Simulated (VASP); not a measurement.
# Br (Cmce) in VASP: single point with r2SCAN

Aim: the single point of Br with r2SCAN.

All numbers are computed with VASP 6.6.1; they aren't measurements. Logs are shortened: lines on timing, memory, paths and dates and some standing lists are left out, and cuts for length are marked.

## (1) The cell of the first run

Symmetry: Cmce, No. 64, orthorhombic system. Conventional cell: a = 6.598 Å, b = 4.493 Å, c = 8.701 Å, α = 90.00°, β = 90.00°, γ = 90.00°. Within 3.0 Å of Br (site symmetry m) lie 1 Br at 2.29 Å.

## (2) Single point, r2SCAN

Contents of POSCAR:

```
Br
1.0
    3.2991000000     -2.2466500000      0.0000000000
    3.2991000000      2.2466500000      0.0000000000
    0.0000000000      0.0000000000      8.7014000000
Br
4
Direct
    0.8619000000      0.1381000000      0.1109000000
    0.6381000000      0.3619000000      0.6109000000
    0.1381000000      0.8619000000      0.8891000000
    0.3619000000      0.6381000000      0.3891000000
```

Contents of INCAR.step1:

```
  ALGO = Normal
  EDIFF = 1E-4
  ENCUT = 520
  GGA = PE
  ISMEAR = -1
  LASPH = True
  LCHARG = False
  LREAL = False
  LWAVE = True
  NBANDS = 22
  NELM = 60
  PREC = Accurate
  SIGMA = 0.05
```

Contents of INCAR.step2:

```
  ALGO = Normal
  EDIFF = 1E-7
  ENCUT = 520
  ISIF = 2
  ISMEAR = -1
  ISTART = 1
  LASPH = True
  LCHARG = False
  LMIXTAU = True
  LREAL = False
  LWAVE = False
  METAGGA = R2SCAN
  NBANDS = 22
  NELM = 60
  PREC = Accurate
  SIGMA = 0.05
```

Contents of KPOINTS:

```
k-points
0
Gamma
  6 6 3
```

Potentials or basis: VASP PAW PBE potentials, release 64 (Br).

Command:

```
$ cat potpaw_PBE.64/Br/POTCAR > POTCAR
$ cp INCAR.step1 INCAR
$ mpirun -np 1 vasp_std > vasp.out
$ cp INCAR.step2 INCAR
$ mpirun -np 1 vasp_std > vasp.out
```

OUTCAR:

```text
EDIFF = 1E-7
   ENCUT = 520
   ISIF = 2
   ISMEAR = -1
   ISTART = 1
   LASPH = True
   LREAL = False
   METAGGA = R2SCAN
   NELM = 60
   PREC = Accurate

 ion  position               nearest neighbor table
   1  0.862  0.138  0.111-   3 2.29
   2  0.638  0.362  0.611-   4 2.29
   3  0.138  0.862  0.889-   1 2.29
   4  0.362  0.638  0.389-   2 2.29

  LATTYP: Found a base centered orthorhombic cell.
 ALAT       =     4.4933000000
 B/A-ratio  =     1.4684530301
 C/A-ratio  =     1.9365277190

  Lattice vectors:

 A1 = (  -3.2991000000,  -2.2466500000,   0.0000000000)
 A2 = (   3.2991000000,  -2.2466500000,   0.0000000000)
 A3 = (   0.0000000000,   0.0000000000,   8.7014000000)

Analysis of symmetry for initial positions (statically):
=====================================================================
 Subroutine PRICEL returns:
 Original cell was already a primitive cell.

 Routine SETGRP: Setting up the symmetry group for a
 base centered orthorhombic supercell.

 Subroutine GETGRP returns: Found  8 space group operations
 (whereof  4 operations were pure point group operations)
 out of a pool of  8 trial point group operations.

The static configuration has the point symmetry C_2h.
 The point group associated with its full space group is D_2h.

Analysis of symmetry for dynamics (positions and initial velocities):
=====================================================================
 Subroutine PRICEL returns:
 Original cell was already a primitive cell.

 Routine SETGRP: Setting up the symmetry group for a
 base centered orthorhombic supercell.

 Subroutine GETGRP returns: Found  8 space group operations
 (whereof  4 operations were pure point group operations)
 out of a pool of  8 trial point group operations.

The dynamic configuration has the point symmetry C_2h.
 The point group associated with its full space group is D_2h.

 Subroutine INISYM returns: Found  8 space group operations
 (whereof  4 operations are pure point group operations),
 and found     1 'primitive' translations

----------------------------------------------------------------------------------------

                                     Primitive cell

  volume of cell :     128.9882

  direct lattice vectors                    reciprocal lattice vectors
     3.299100000 -2.246650000  0.000000000     0.151556485 -0.222553580  0.000000000
     3.299100000  2.246650000  0.000000000     0.151556485  0.222553580  0.000000000
     0.000000000  0.000000000  8.701400000     0.000000000  0.000000000  0.114924035

  length of vectors
     3.991427944  3.991427944  8.701400000     0.269257245  0.269257245  0.114924035

  position of ions in fractional coordinates (direct lattice)
     0.861900000  0.138100000  0.110900000
     0.638100000  0.361900000  0.610900000
     0.138100000  0.861900000  0.889100000
     0.361900000  0.638100000  0.389100000

  ion indices of the primitive-cell ions
   primitive index   ion index
                 1           1
                 2           2
                 3           3
                 4           4

----------------------------------------------------------------------------------------

 KPOINTS: k-points

Automatic generation of k-mesh.
 Grid dimensions read from file:
 generate k-points for:    6    6    3

 Generating k-lattice:

  Cartesian coordinates                     Fractional coordinates (reciprocal lattice)
     0.025259414 -0.037092263  0.000000000     0.166666667  0.000000000  0.000000000
     0.025259414  0.037092263  0.000000000     0.000000000  0.166666667  0.000000000
     0.000000000  0.000000000  0.038308012     0.000000000  0.000000000  0.333333333

  Length of vectors
     0.044876208  0.044876208  0.038308012

  Shift w.r.t. Gamma in fractional coordinates (k-lattice)
     0.000000000  0.000000000  0.000000000

 Subroutine IBZKPT returns following result:
 ===========================================

 Found     26 irreducible k-points:

 Following reciprocal coordinates:
            Coordinates               Weight
  0.000000  0.000000  0.000000      1.000000
  0.166667  0.000000  0.000000      4.000000
  0.333333  0.000000  0.000000      4.000000
  0.500000  0.000000  0.000000      2.000000
  0.166667  0.166667  0.000000      2.000000
  0.333333  0.166667  0.000000      4.000000
[... 16 lines left out ...]
  0.333333  0.333333  0.333333      4.000000
  0.500000  0.333333  0.333333      8.000000
 [... further k-points ...]
   k-points           NKPTS =     26   k-points in BZ     NKDIM =     26   number of bands    NBANDS=     22
   number of dos      NEDOS =    301   number of ions     NIONS =      4
   total plane-waves  NPLWV =  63000
   dimension x,y,z NGX =    30 NGY =   30 NGZ =   70
   dimension x,y,z NGXF=    60 NGYF=   60 NGZF=  140
   ions per type =               4
   NGX,Y,Z   is equivalent  to a cutoff of  12.50, 12.50, 13.37 a.u.
   NGXF,Y,Z  is equivalent  to a cutoff of  24.99, 24.99, 26.75 a.u.
 SYSTEM =  unknown system
   PREC   = accura    normal or accurate (medium, high low for compatibility)
   ISTART =      1    job   : 0-new  1-cont  2-samecut
   ICHARG =      0    charge: 1-file 2-atom 10-const
   ISPIN  =      1    spin polarized calculation?
   LNONCOLLINEAR =      F non collinear calculations
   LSORBIT =      F    spin-orbit coupling
   LASPH  =      T    aspherical Exc in radial PAW
   ENCUT  =  520.0 eV  38.22 Ry    6.18 a.u.   7.42  7.42 16.18*2*pi/ulx,y,z
   NELM   =     60;   NELMIN=  2; NELMDL=  0     # of ELM steps
   EDIFF  = 0.1E-06   stopping-criterion for ELM
   LREAL  =      F    real-space projection
   EDIFFG = 0.1E-05   stopping-criterion for IOM
   NSW    =      0    number of steps for IOM
   IBRION =     -1    ionic relax: 0-MD 1-quasi-New 2-CG
   NFREE  =      0    steps in history (QN), initial steepest desc. (CG)
   ISIF   =      2    stress and relaxation
   ISYM   =      2    0-nonsym 1-usesym 2-fastsym
   POTIM  = 0.5000    time-step for ionic-motion
   TEBEG  =    0.0;   TEEND  =   0.0 temperature during run
   PSTRESS=    0.0 pullay stress
   NELECT =      28.0000    total number of electrons
   NUPDOWN=      -1.0000    fix difference up-down
   EMIN   =  10.00;   EMAX   =-10.00  energy-range for DOS
   EFERMI =   0.00;   METHOD = LEGACY
   ISMEAR =    -1;   SIGMA  =   0.05  broadening in eV -4-tet -1-fermi 0-gaus
   EFERMI_NEDOS =   21; number of points for ismear=-14 and -15
   IALGO  =     38    algorithm
   IMIX   =      4    mixing-type and parameters
     AMIX     =   0.40;   BMIX     =  1.00
     AMIX_MAG =   1.60;   BMIX_MAG =  1.00
  volume/ion in A,a.u.               =      32.25       217.61
  Fermi-wavevector in a.u.,A,eV,Ry     =   0.983885  1.859272 13.170833  0.968029
  Thomas-Fermi vector in A             =   2.115076
   LORBIT       =      0    0 simple, 1 ext, 2 COOP (PROOUT), +10 PAW based schemes
   METAGGA = R2SCAN    functional components
   LHFCALC =     F    Hartree Fock is set to
   AEXX    =    0.0000 exact exchange contribution
   IVDW    =     0    specifies the selected vdW correction
   LEPSILON=     F    determine dielectric tensor
   LRPA    =     F    only Hartree local field effects (RPA)
 non-spin polarized calculation
  energy-cutoff  :      520.00
  volume of cell :      128.99
 maximum number of plane-waves:      3494
 NGX is ok and might be reduce to    30
   NGX = 15   NGY = 15   NGZ = 33

 number of electron      28.0000002 magnetization

 Free energy of the ion-electron system (eV)
  ---------------------------------------------------
  ext. energy  EPLUGINS =         0.00000000
  ---------------------------------------------------
  free energy    TOTEN  =       -52.97196244 eV

  energy without entropy =      -52.97196244  energy(sigma->0) =      -52.97196244

 E-fermi :   0.6909     XC(G=0):  -8.5346

 val. band max:       -0.3929502350   @ k =   0.0000   0.0000   0.0000
 cond. band min:       1.7312601245   @ k =   0.0000   0.0000   0.0000
 fundamental gap:      2.1242103595
 Fermi energy:         0.6908602982

 k-point     1 :       0.0000    0.0000    0.0000
  band No.  band energies     occupation
      1     -16.9446      2.00000
      2     -16.5643      2.00000
      3     -14.0225      2.00000
      4     -13.2034      2.00000
      5      -5.5221      2.00000
      6      -4.3201      2.00000
[... 14 lines left out ...]
     21       9.4349      0.00000
     22       9.7358      0.00000

 k-point     2 :       0.1667    0.0000    0.0000
  band No.  band energies     occupation
      1     -16.8732      2.00000
      2     -16.5381      2.00000
      3     -13.9678      2.00000
      4     -13.2632      2.00000
      5      -5.5193      2.00000
      6      -4.4726      2.00000
[... 14 lines left out ...]
     21       9.2427      0.00000
     22       9.7797      0.00000

 k-point     3 :       0.3333    0.0000    0.0000
  band No.  band energies     occupation
      1     -16.7042      2.00000
      2     -16.5034      2.00000
      3     -13.8241      2.00000
      4     -13.4241      2.00000
      5      -5.5107      2.00000
      6      -4.9185      2.00000
[... 14 lines left out ...]
     21       9.7206      0.00000
     22      10.6107      0.00000
[... 476 lines left out ...]
 k-point    23 :       0.3333    0.3333    0.3333
  band No.  band energies     occupation
      1     -16.6601      2.00000
      2     -16.5025      2.00000
      3     -13.6779      2.00000
      4     -13.3535      2.00000
      5      -5.1907      2.00000
      6      -4.7982      2.00000
[... 14 lines left out ...]
     21       9.4593      0.00000
     22      10.1614      0.00000

 k-point    24 :       0.5000    0.3333    0.3333
  band No.  band energies     occupation
      1     -16.5882      2.00000
      2     -16.4609      2.00000
      3     -13.6484      2.00000
      4     -13.3954      2.00000
      5      -5.1946      2.00000
      6      -4.8861      2.00000
[... 14 lines left out ...]
     21       9.4988      0.00000
     22      10.4228      0.00000

 [... further k-points ...]

------------------------ aborting loop because EDIFF is reached ----------------------------------------

  FORCE on cell =-STRESS in cart. coord.  units (eV):
  Direction    XX          YY          ZZ          XY          YZ          ZX
  --------------------------------------------------------------------------------------
  -------------------------------------------------------------------------------------
  Total        0.5910792      0.5100752      1.3560181      0.0000000      0.0000000      0.0000000
  in kB        7.3418621      6.3357027     16.8432557      0.0000000      0.0000000      0.0000000
  external PRESSURE =      10.1736068 kB  Pullay stress =       0.0000000 kB

 VOLUME and BASIS-vectors are now :
 -----------------------------------------------------------------------------
  energy-cutoff  :      520.00
  volume of cell :      128.99
      direct lattice vectors                 reciprocal lattice vectors
     3.299100000 -2.246650000  0.000000000     0.151556485 -0.222553580  0.000000000
     3.299100000  2.246650000  0.000000000     0.151556485  0.222553580  0.000000000
     0.000000000  0.000000000  8.701400000     0.000000000  0.000000000  0.114924035

 POSITION                                       TOTAL-FORCE (eV/Angst)
 -----------------------------------------------------------------------------------
      3.29910     -1.62613      0.96499         0.000000      0.237838      0.469616
      3.29910     -0.62052      5.31569         0.000000     -0.237838      0.469616
      3.29910      1.62613      7.73641         0.000000     -0.237838     -0.469616
      3.29910      0.62052      3.38571         0.000000      0.237838     -0.469616
 -----------------------------------------------------------------------------------
    total drift:                               -0.000000     -0.000000     -0.000000

  FREE ENERGIE OF THE ION-ELECTRON SYSTEM (eV)
  ---------------------------------------------------
  free  energy   TOTEN  =       -52.9719624395 eV

  energy  without entropy=      -52.9719624391  energy(sigma->0) =      -52.97196244
```

It took 3.9 min on 1 thread of Intel Xeon Platinum 8259CL at 2.50GHz (Skylake/Cascade Lake), shared host; peak memory 0.26 GiB.

What came out:

```yaml
Free_energy: -52.9720 eV
Pressure: 1.0 GPa
Largest_force: 0.526 eV/Å
Band_gap_on_the_k_mesh: 2.12 eV
```

Forces on the atoms (eV/Å):
```
Br   0.000  0.238  0.470
Br   0.000 -0.238  0.470
Br   0.000 -0.238 -0.470
Br   0.000  0.238 -0.470
```

Caveat: the PAW data sets were made with another functional, which shifts forces and pressure a little; an odd mesh through Γ misses points on the zone boundary, where band edges can lie.
